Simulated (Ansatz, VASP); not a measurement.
# AlN: VASP beside Ansatz

POSCAR

```
AlN
1.0
    4.3679871192      0.0000000000      0.0000000000
    0.0000000000     -4.3679871192      0.0000000000
    0.0000000000      0.0000000000     -4.3679871192
Al N
4 4
Direct
    0.0404709745      0.4595290255      0.5000000000
    0.5000000000      0.0000000000      0.5000000000
    0.5000000000      0.5000000000      0.0000000000
    0.0000000000      0.0000000000      0.0000000000
    0.7500000000      0.7500000000      0.7500000000
    0.2500000000      0.2500000000      0.7500000000
    0.2500000000      0.7500000000      0.2500000000
    0.7500000000      0.2500000000      0.2500000000
```

Contents of INCAR.step1:

```
SYSTEM = AlN
PREC     = Accurate       ! precision mode
ENCUT    = 520            ! plane-wave cutoff, eV
ISMEAR   = 0              ! smearing method
SIGMA    = 0.05           ! smearing width, eV
LREAL    = .False.        ! projectors in reciprocal space
LASPH    = .True.         ! aspherical terms in the spheres
NELM     = 60             ! most SCF steps
NBANDS   = 26             ! bands
GGA      = PE             ! functional
ALGO     = Normal         ! electronic algorithm
EDIFF    = 1E-4           ! SCF threshold, eV
LWAVE    = .True.         ! write WAVECAR
LCHARG   = .False.        ! write CHGCAR
```

Contents of INCAR.step2:

```
SYSTEM = AlN
PREC     = Accurate       ! precision mode
ENCUT    = 520            ! plane-wave cutoff, eV
EDIFF    = 1E-6           ! SCF threshold, eV
ISMEAR   = 0              ! smearing method
SIGMA    = 0.05           ! smearing width, eV
LREAL    = .False.        ! projectors in reciprocal space
LASPH    = .True.         ! aspherical terms in the spheres
NELM     = 60             ! most SCF steps
ALGO     = Normal         ! electronic algorithm
ISIF     = 2              ! what is computed and relaxed
LWAVE    = .False.        ! write WAVECAR
LCHARG   = .True.         ! write CHGCAR
METAGGA  = R2SCAN         ! meta-GGA
LMIXTAU  = .True.       
LELF     = .True.         ! ELF
LVHAR    = .True.       
NBANDS   = 26             ! bands
ISTART   = 1
```

KPOINTS

```
regular mesh
0
Gamma
  6 6 6
  0 0 0
```

Input for Ansatz:

```yaml
crystal:
  lattice:
    - [4.3679871192, 0.0, 0.0]
    - [0.0, -4.3679871192, 0.0]
    - [0.0, 0.0, -4.3679871192]
  atoms:
    - { symbol: Al, position: [0.0404709745, 0.4595290255, 0.5] }
    - { symbol: Al, position: [0.5, 0.0, 0.5] }
    - { symbol: Al, position: [0.5, 0.5, 0.0] }
    - { symbol: Al, position: [0.0, 0.0, 0.0] }
    - { symbol: "N", position: [0.75, 0.75, 0.75] }
    - { symbol: "N", position: [0.25, 0.25, 0.75] }
    - { symbol: "N", position: [0.25, 0.75, 0.25] }
    - { symbol: "N", position: [0.75, 0.25, 0.25] }
basis:
  ecutwfc: 500
kpoints:
  mp_grid: { grid: [6, 6, 6] }
hamiltonian:
  xc: r2scan
scf:
  occupations: { method: gaussian, width: 0.05 }
output:
  forces: true
  stress: true
  eigenvalues: true
```

Alike in both runs: task single point; functional r2SCAN; k mesh 6 × 6 × 6; occupations gaussian, width 0.05 eV; no spin polarisation.

|  | VASP | Ansatz |
| --- | --- | --- |
| version | VASP 6.6.1 | Ansatz 0.2.0 |
| potentials or method | VASP PAW PBE potentials, release 64 (Al, N), cutoff 520 eV | scalar-relativistic, plane waves, PAW |
| valence electrons in the cell | 32 | 32 |

|  | VASP | Ansatz | Ansatz less VASP |
| --- | --- | --- | --- |
| gap on the k mesh at the Fermi level (eV) | 2.85 | 2.86 | +0.005 |
| least direct gap on the mesh (eV) | 2.85 | 2.86 | +0.005 |
| pressure (GPa) | 2.2 | 2.6 | +0.34 |
| traceless stress, the component that is largest in VASP (GPa) | -3.65 | -3.56 | +0.090 |
| rms of the force components (eV/Å) | 1.505 | 1.489 | -0.0166 |

VASP's potentials were made for PBE, not for r2SCAN. Atom by atom the forces differ by 0.020 eV/Å (rms over components).
